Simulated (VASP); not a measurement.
Set up this calculation in VASP 6.6.1, as the native input.

```
Task                   : dielectric tensor
Functional             : PBE
Potentials or basis    : VASP PAW PBE potentials, release 64 (Si)
Cutoff                 : 520 eV
k mesh                 : 6 × 6 × 6
Occupations            : gaussian, width 0.01 eV
Spin                   : no spin polarisation
Dipole correction      : no
Further INCAR settings : ALGO = Normal; EDIFF = 1e-08
```

The structure of Si lies in POSCAR:

```
Si
1.0
    0.0000000000      2.7221188957      2.7221188957
    2.7221188957      0.0000000000      2.7221188957
    2.7221188957      2.7221188957      0.0000000000
Si
2
Direct
    0.0000000000      0.0000000000      0.0000000000
    0.2500000000      0.2500000000      0.2500000000
```

One way to write it, as run:

INCAR

```
PREC = Accurate ; ENCUT = 520
EDIFF = 1E-8 ; ISMEAR = 0
SIGMA = 0.01 ; LREAL = F
LASPH = T ; NELM = 80
ALGO = Normal ; ISIF = 2
LWAVE = F ; LCHARG = F
GGA = PE ; LEPSILON = T
```

KPOINTS

```
Automatic mesh
0
Gamma
  6 6 6
```

Potentials or basis: VASP PAW PBE potentials, release 64 (Si).

Command:

```bash
$ cat potpaw_PBE.64/Si/POTCAR > POTCAR
$ mpirun -np 1 vasp_std > vasp.out
```

It gave:

| Item | Value |
| --- | --- |
| Band gap on the k mesh | 0.72 eV, indirect (least direct gap 2.56 eV) |
| Electronic dielectric tensor (diagonal) | 16.30 |
| Born charges (mean of the diagonal) | Si +0.00 e |

It took 69 s on 1 thread of Intel Xeon 6975P-C, with other jobs on the host, peak memory 0.18 GiB.
